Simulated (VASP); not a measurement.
Wanted: the native input for a VASP 6.6.1 run.

| Property | Result |
| --- | --- |
| Task | single point |
| Functional | LDA |
| Potentials or basis | VASP PAW LDA potentials, release 64 (Ga_d, Co) |
| Cutoff | 520 eV |
| k mesh | 11 × 11 × 11 |
| Occupations | fermi-dirac, width 0.08 eV |
| Spin | collinear spin, ferromagnetic start |
| Starting moments | [0.0, 1.4] μB |
| Fixed moment | 1.4 μB |
| Dipole correction | no |
| Further INCAR settings | ALGO = Normal; EDIFF = 1e-06; NBANDS = 22 |

The structure of GaCo lies in POSCAR:

```
GaCo
1.0
    2.8780000000      0.0000000000      0.0000000000
    0.0000000000      2.8780000000      0.0000000000
    0.0000000000      0.0000000000      2.8780000000
Ga Co
1 1
Direct
    0.5000000000      0.5000000000      0.5000000000
    0.0000000000      0.0000000000      0.0000000000
```

One way to write it, as run:

INCAR

```
SYSTEM = GaCo
PREC = Accurate
ENCUT = 520
EDIFF = 1E-6
ISMEAR = -1
SIGMA = 0.08
LREAL = .FALSE.
LASPH = .TRUE.
NELM = 150
ALGO = Normal
ISIF = 2
LWAVE = .FALSE.
LCHARG = .TRUE.
ISPIN = 2
MAGMOM = 0 1.4
LORBIT = 11
NUPDOWN = 1.4
LMAXMIX = 4
LELF = .TRUE.
LVHAR = .TRUE.
NBANDS = 22
```

KPOINTS

```
regular mesh
0
G
  11 11 11
  0 0 0
```

Potentials or basis: VASP PAW LDA potentials, release 64 (Ga_d, Co).

The run is started by

```console
$ cat potpaw_LDA.64/Ga_d/POTCAR potpaw_LDA.64/Co/POTCAR > POTCAR
$ mpirun -np 1 vasp_std > vasp.out
```

It gave:

```json
{"Pressure": "-4.6 GPa", "Net moment": "1.40 μB per cell", "Site moments": "Ga +0.03; Co +1.32 μB", "Valence electrons inside the program's atomic spheres": "Ga 11.83; Co 8.33"}
```

Caveat: the cell stands under tension; the total moment is fixed, so each spin has its own Fermi level and the state may be an excited one.

It took 70 s on 1 thread of Intel Xeon 8259CL (shared host), peak memory 0.17 GiB.
